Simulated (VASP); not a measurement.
Here is a VASP 6.6.1 calculation.

File INCAR:

```
SYSTEM = Be3H2
ALGO = Normal ; EDIFF = 1E-6
EDIFFG = -0.04 ; ENCUT = 600
GGA = PE ; IBRION = 2
ISIF = 3 ; ISMEAR = 0
LASPH = .True. ; LCHARG = .False.
LREAL = .False. ; LWAVE = .False.
NELM = 100 ; NSW = 90
PREC = Accurate ; SIGMA = 0.1
```

File KPOINTS:

```
k-points
0
Gamma
  12 12 4
  0 0 0
```

File POSCAR:

```
Be3H2
1.0
    2.2912349425      0.0000000000      0.0000000000
   -1.1456174713      1.9842676663      0.0000000000
    0.0000000000      0.0000000000      7.3343171693
Be H
3 2
Direct
    0.0000000000      0.0000000000      0.0000000000
    0.6666666667      0.3333333333      0.2523250385
    0.3333333333      0.6666666667      0.7476749615
    0.6666666667      0.3333333333      0.6252473776
    0.3333333333      0.6666666667      0.3747526224
```

Potentials or basis: VASP PAW PBE potentials, release 64 (Be, H).

Run with:

```console
$ cat potpaw_PBE.64/Be/POTCAR potpaw_PBE.64/H/POTCAR > POTCAR
$ mpirun -np 1 vasp_std > vasp.out
```

What does it give for the band gap on the k mesh?

Zero (band 4 reaches 5.36 eV, above the bottom of band 5 at 4.72 eV).

Final structure:
```
Be H
1.0
     2.29123    0.00000    0.00000
    -1.14562    1.98427    0.00000
     0.00000    0.00000    7.33432
Be H
3 2
Direct
  0.00000 0.00000 0.00000
  0.66667 0.33333 0.25233
  0.33333 0.66667 0.74767
  0.66667 0.33333 0.62525
  0.33333 0.66667 0.37475
```

Caveat: the relaxation stopped at its first step, so nothing moved.
